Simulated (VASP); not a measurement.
Input of a VASP 6.6.1 run:

The input INCAR:

```
SYSTEM = NaCl
PREC = Accurate
ENCUT = 520
EDIFF = 1E-7
ISMEAR = 0
SIGMA = 0.02
LREAL = .FALSE.
LASPH = .TRUE.
NELM = 80
ALGO = Normal
ISIF = 2
LWAVE = .FALSE.
LCHARG = .FALSE.
GGA = PS
NBANDS = 14
```

The input KPOINTS:

```
regular mesh
0
G
  6 6 6
  0 0 0
```

File POSCAR:

```
NaCl
1.0
    3.4155458194     -0.0700438000      0.0700438000
   -0.0700438000      3.4155458194      0.0700438000
    0.0700438000      0.0700438000      3.4155458194
Na Cl
1 1
Direct
    0.0247281102      0.0247281102     -0.0247281102
    0.4752718898      0.4752718898      0.5247281102
```

Potentials or basis: VASP PAW PBE potentials, release 64 (Na_pv, Cl).

The run is started by

```console
$ cat potpaw_PBE.64/Na_pv/POTCAR potpaw_PBE.64/Cl/POTCAR > POTCAR
$ mpirun -np 1 vasp_std > vasp.out
```

Problem. What does it give for the pressure?

Solution. 2.2 GPa.

Problem. Estimate the band gap on the k mesh.

Solution. 4.15 eV, indirect (least direct gap 4.63 eV).

Problem. Estimate the largest force.

Solution. 0.491 eV/Å.

Stress tensor (GPa, compression positive):
```
 2.20  1.18 -1.18
 1.18  2.20 -1.18
-1.18 -1.18  2.20
```

Caveat: the cell differs from its parent crystal (strained and its atoms moved); the PAW data sets were made with another functional, which shifts forces and pressure a little. A k mesh can miss the band edges.
